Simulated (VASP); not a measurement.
Wanted: the native input for a VASP 6.6.1 run.

```yaml
Task: single point
Functional: PBE
Potentials_or_basis: VASP PAW PBE potentials, release 64 (B, Bi_d)
Cutoff: 520 eV
k_mesh: 6 × 6 × 6
Occupations: gaussian, width 0.01 eV
Spin: no spin polarisation
Dipole_correction: no
Further_INCAR_settings: ALGO = Normal; EDIFF = 1e-06; NBANDS = 16
```

The structure of BiB lies in POSCAR:

```
BiB
1.0
    0.0000000000      2.7873557643      2.7873557643
    2.7873557643      0.0000000000      2.7873557643
    2.7873557643      2.7873557643      0.0000000000
B Bi
1 1
Direct
    0.0000000000      0.0000000000      0.0000000000
    0.2500000000      0.2500000000      0.2500000000
```

This cell differs from its parent crystal: volume changed by +3%.

One way to write it, as run:

INCAR

```
SYSTEM = BiB
PREC = Accurate ; ENCUT = 520
EDIFF = 1E-6 ; ISMEAR = 0
SIGMA = 0.01 ; LREAL = .False.
LASPH = .True. ; NELM = 60
ALGO = Normal ; ISIF = 2
LWAVE = .False. ; LCHARG = .False.
GGA = PE ; NBANDS = 16
```

KPOINTS

```
Automatic mesh
0
Gamma
  6 6 6
  0 0 0
```

Potentials or basis: VASP PAW PBE potentials, release 64 (B, Bi_d).

Launch:

```sh
$ cat potpaw_PBE.64/B/POTCAR potpaw_PBE.64/Bi_d/POTCAR > POTCAR
$ mpirun -np 1 vasp_std > vasp.out
```

Results of the run:

The pressure is -1.9 GPa and the band gap on the k mesh is zero (filled and empty bands touch).

Caveat: spin-orbit coupling is left out, which moves the levels of the heavy elements.

It took 24 s on 1 thread of AMD EPYC 7R13, with other jobs on the host, peak memory 0.14 GiB.
